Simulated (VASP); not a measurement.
# LiC18 in VASP: notebook, part 2 of 2

VASP 6.6.1. The steps go on from the part before.

### Step 4. Single point, PBEsol, collinear spin, zero start

The input, INCAR:

```
SYSTEM = LiC18
PREC = Accurate
ENCUT = 520
EDIFF = 1E-6
ISMEAR = 0
SIGMA = 0.02
LREAL = Auto
LASPH = .True.
NELM = 150
ALGO = Normal
ISIF = 2
LWAVE = .False.
LCHARG = .False.
ISPIN = 2
MAGMOM = 0 0 0 0 0 0 0 0 0 0 0 0 0 0 0 0 0 0 0
LORBIT = 11
GGA = PS
NBANDS = 56
```

The input, KPOINTS:

```
regular mesh
0
Gamma
  2 2 1
  0 0 0
```

The input, POSCAR:

```
LiC18
1.0
    7.3980000000      0.0000000000      0.0000000000
   -3.6990000000      6.4068560000      0.0000000000
    0.0000000000      0.0000000000     13.0000000000
C Li
18 1
Direct
   -0.0014006562      0.0012449164      0.0789715385
    0.2205561899      0.1120012686      0.0791196923
   -0.0009273936      0.3344955779      0.0781390769
    0.2208896918      0.4460854123      0.0785484615
   -0.0007835745      0.6683390418      0.0774241538
    0.2210281899      0.7788122599      0.0789690000
    0.3317852618      0.0007665226      0.0791094615
    0.5545132532      0.1120746276      0.0773693077
    0.3318539690      0.3347276730      0.0773583846
    0.5547885629      0.4468872096      0.0718703846
    0.3321412735      0.6679970644      0.0782368462
    0.5542743448      0.7792956483      0.0781253846
    0.6658666654      0.0011150555      0.0785584615
    0.8877797705      0.1123565131      0.0782529231
    0.6666635473      0.3350056564      0.0719495385
    0.8889718673      0.4463284332      0.0759252308
    0.6661183220      0.6691960924      0.0759123077
    0.8881281554      0.7794328451      0.0774344615
    0.5540159962      0.3341882508      0.2164179231
```

Launch:

```bash
cat potpaw_PBE.64/C/POTCAR potpaw_PBE.64/Li_sv/POTCAR > POTCAR
mpirun -np 1 vasp_std > vasp.out
```

Run time: 8.9 min. Hardware: 1 thread of Intel Xeon 6975P-C (Granite Rapids), shared host; peak memory 0.92 GiB.

Results (log left out):

```yaml
Free_energy: -175.1291 eV
Largest_force: 0.355 eV/Å
Net_moment: 0.00 μB per cell
Valence_electrons_inside_the_program's_atomic_spheres: C 2.65, 2.64, 2.66; Li 2.06
```

Forces in eV/Å, atoms in the order of the input:
```
C    0.010  0.014  0.002
C    0.009  0.018  0.010
C    0.013  0.018 -0.003
C    0.015  0.021  0.002
C    0.015  0.021 -0.006
C    0.012  0.011  0.003
C    0.011  0.011  0.013
C    0.010  0.009  0.014
C    0.008  0.020  0.012
C    0.005  0.019 -0.011
C   -0.002  0.023 -0.005
C    0.005  0.010  0.001
C    0.007  0.017  0.000
C    0.011  0.017 -0.002
C    0.017  0.017 -0.032
C    0.019  0.021 -0.002
C    0.011  0.020 -0.008
C    0.007  0.021 -0.009
Li  -0.181 -0.305  0.019
```

Levels at points of the mesh, in eV from the Fermi level:
Spin up:
```tsv
k point	band 33	band 34	band 35	band 36	band 37	band 38	band 39	band 40	band 41	band 42
(0.00, 0.00, 0.00)	-4.72	-3.07	-3.07	-0.34	-0.31	-0.20	-0.19	1.20	3.24	3.57
(0.50, 0.00, 0.00)	-3.10	-3.02	-2.85	-2.84	-2.53	1.27	1.54	2.07	2.25	2.33
(0.00, 0.50, 0.00)	-3.09	-3.02	-2.85	-2.84	-2.53	1.27	1.54	2.07	2.25	2.33
(0.50, 0.50, 0.00)	-3.10	-3.01	-2.89	-2.81	-2.54	1.28	1.62	2.06	2.12	2.34
```
Spin down:
| k point | band 33 | band 34 | band 35 | band 36 | band 37 | band 38 | band 39 | band 40 | band 41 | band 42 |
| --- | --- | --- | --- | --- | --- | --- | --- | --- | --- | --- |
| (0.00, 0.00, 0.00) | -4.72 | -3.07 | -3.07 | -0.34 | -0.31 | -0.20 | -0.19 | 1.20 | 3.24 | 3.57 |
| (0.50, 0.00, 0.00) | -3.10 | -3.02 | -2.85 | -2.84 | -2.53 | 1.27 | 1.54 | 2.07 | 2.25 | 2.33 |
| (0.00, 0.50, 0.00) | -3.09 | -3.02 | -2.85 | -2.84 | -2.53 | 1.27 | 1.54 | 2.07 | 2.25 | 2.33 |
| (0.50, 0.50, 0.00) | -3.10 | -3.01 | -2.89 | -2.81 | -2.54 | 1.28 | 1.62 | 2.06 | 2.12 | 2.34 |

Caveat: the k points lie up to 0.49 Å⁻¹ apart; the PAW data sets were made with another functional, which shifts forces and pressure a little.

### Step 5. Single point, PBEsol, collinear spin, zero start

INCAR is that of step 4.

The input, KPOINTS:

```
Automatic mesh
0
Gamma
  2 2 1
  0 0 0
```

The input, POSCAR:

```
LiC18
1.0
    7.3980000000      0.0000000000      0.0000000000
   -3.6990000000      6.4068560000      0.0000000000
    0.0000000000      0.0000000000     13.0000000000
C Li
18 1
Direct
   -0.0002210376      0.0022605471      0.0792177692
    0.2219116408      0.1132980045      0.0796609231
    0.0004125076      0.3357084973      0.0778988462
    0.2221786935      0.4473627939      0.0783750000
    0.0005241391      0.6693943176      0.0774414615
    0.2222907071      0.7797487566      0.0792158462
    0.3333280809      0.0018789247      0.0796616154
    0.5563389432      0.1133367130      0.0775293846
    0.3333637559      0.3363084795      0.0775143077
    0.5566131779      0.4483915356      0.0734360000
    0.3335492739      0.6691782990      0.0782287692
    0.5557370149      0.7803869792      0.0778880769
    0.6673918070      0.0021542548      0.0783816923
    0.8892068644      0.1135180813      0.0782416154
    0.6684172814      0.3365828731      0.0734673077
    0.8905210266      0.4475889578      0.0760538462
    0.6676230401      0.6704964182      0.0760473846
    0.8894267319      0.7804949885      0.0774436154
    0.5002587623      0.2802333937      0.2100657692
```

Launch:

```bash
cat potpaw_PBE.64/C/POTCAR potpaw_PBE.64/Li_sv/POTCAR > POTCAR
mpirun -np 1 vasp_std > vasp.out
```

It took 8.9 min on 1 thread of Intel Xeon 6975P-C (Granite Rapids), shared host; peak memory 0.91 GiB.

Results (log left out):

| Quantity | Value |
| --- | --- |
| Free energy | -175.3090 eV |
| Largest force | 0.447 eV/Å |
| Net moment | 0.00 μB per cell |
| Valence electrons inside the program's atomic spheres | C 2.65, 2.64; Li 2.06 |

Forces in eV/Å, atoms in the order of the input:
```
C    0.013  0.021 -0.001
C    0.009  0.024  0.007
C    0.006  0.024 -0.003
C    0.013  0.021 -0.001
C    0.015  0.020  0.003
C    0.016  0.016  0.007
C    0.011  0.012  0.006
C    0.015  0.010  0.002
C    0.013  0.030 -0.001
C    0.015  0.030  0.018
C    0.007  0.025  0.000
C    0.007  0.019  0.000
C    0.008  0.017  0.001
C    0.017  0.024 -0.003
C    0.018  0.030  0.011
C    0.011  0.020  0.004
C    0.016  0.017  0.003
C    0.013  0.024 -0.001
Li  -0.222 -0.384 -0.053
```

Levels at points of the mesh, in eV from the Fermi level:
Spin up:
```tsv
k point	band 35	band 36	band 37	band 38	band 39	band 40
(0.00, 0.00, 0.00)	-3.04	-0.30	-0.29	-0.17	-0.16	1.44
(0.50, 0.00, 0.00)	-2.80	-2.79	-2.49	1.37	1.83	2.17
(0.00, 0.50, 0.00)	-2.80	-2.79	-2.49	1.37	1.83	2.17
(0.50, 0.50, 0.00)	-2.81	-2.78	-2.50	1.38	1.84	2.16
```
Spin down:
```tsv
k point	band 33	band 34	band 35	band 36	band 37	band 38	band 39	band 40	band 41	band 42
(0.00, 0.00, 0.00)	-4.68	-3.05	-3.04	-0.30	-0.29	-0.17	-0.16	1.44	3.38	3.77
(0.50, 0.00, 0.00)	-3.13	-2.99	-2.80	-2.79	-2.49	1.37	1.83	2.17	2.27	2.32
(0.00, 0.50, 0.00)	-3.13	-2.99	-2.80	-2.79	-2.49	1.37	1.83	2.17	2.27	2.32
(0.50, 0.50, 0.00)	-3.13	-2.98	-2.81	-2.78	-2.50	1.38	1.84	2.16	2.23	2.34
```

Caveat: the k points lie up to 0.49 Å⁻¹ apart; the PAW data sets were made with another functional, which shifts forces and pressure a little.
